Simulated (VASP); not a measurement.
Runs of VASP 6.6.1 on SiC. The structure is that of space group P3m1 (No. 156), or close to it. The cells are those of the table. 

```csv
cell,gap on the mesh (eV),pressure (GPa),largest force (eV/Å)
"a = 3.097, b = 3.097, c = 15.672 Å, angles 90.0, 90.0, 60.0°, 12 atoms",0.69,-3.0,2.36
"a = 3.097, b = 3.097, c = 15.922 Å, angles 90.0, 90.0, 60.0°, 12 atoms",0.41,-3.0,(c)
"a = 3.097, b = 3.097, c = 16.672 Å, angles 90.0, 90.0, 60.0°, 12 atoms",0.02,-2.1,2.80
"a = 3.097, b = 3.097, c = 16.172 Å, angles 90.0, 90.0, 60.0°, 12 atoms",0.22,(b),(a)
```

Alike in all rows: task single point; level PBE; potentials or basis VASP PAW PBE potentials, release 64 (Si, C); no spin polarisation; k mesh 10 × 10 × 2; cutoff (eV) 520; smearing gaussian 0.05 eV.

Task: Fill in the values left out.

Result: (a) 2.44; (b) -2.8; (c) 2.11.

Caveats: forces of over 1 eV/Å act on the atoms, so gaps and moduli don't describe the material at rest.

A k mesh can miss the band edges.
